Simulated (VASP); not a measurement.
Wanted: the native input for a VASP 6.6.1 run.

* Task: electric field gradients
* Functional: LDA
* Potentials or basis: VASP PAW LDA potentials, release 64 (Tl_d)
* Cutoff: 520 eV
* k mesh: 13 × 13 × 13
* Occupations: fermi-dirac, width 0.05 eV
* Spin: no spin polarisation
* Dipole correction: no
* Further INCAR settings: ALGO = Normal; EDIFF = 1e-08; NBANDS = 12

The structure of Tl lies in POSCAR:

```
Tl
1.0
   -1.9798200000      1.9410000000      1.9410000000
    1.9410000000     -1.9798200000      1.9410000000
    1.9410000000      1.9410000000     -1.9798200000
Tl
1
Direct
    0.0000000000      0.0000000000      0.0000000000
```

This cell differs from its parent crystal: equal xy, yz and zx shear strains of -2 %.

These files were run (other wordings do the same):

INCAR

```
SYSTEM = Tl
PREC = Accurate
ENCUT = 520
EDIFF = 1E-8
ISMEAR = -1
SIGMA = 0.05
LREAL = .False.
LASPH = .True.
NELM = 100
ALGO = Normal
ISIF = 2
LWAVE = .False.
LCHARG = .False.
LEFG = .True.
NBANDS = 12
```

KPOINTS

```
Automatic mesh
0
Gamma
  13 13 13
  0 0 0
```

Potentials or basis: VASP PAW LDA potentials, release 64 (Tl_d).

Run with:

```bash
$ cat potpaw_LDA.64/Tl_d/POTCAR > POTCAR
$ mpirun -np 1 vasp_std > vasp.out
```

It gave:

| Item | Value |
| --- | --- |
| Pressure | -2.4 GPa |
| Band gap on the k mesh | zero (an odd number of electrons rules out a gap without spin polarisation) |
| Largest electric field gradient by atom | Tl -27.0 V/Å² |

Caveat: the cell differs from its parent crystal (equal xy, yz and zx shear strains of -2 %); without QUAD_EFG the Cq values of the log hold for a quadrupole moment of 1 mb, not for the nuclei; spin-orbit coupling is left out, which moves the levels of the heavy elements.

It took 110 s on 1 thread of Intel Xeon 8259CL, with other jobs on the host, peak memory 0.2 GiB.
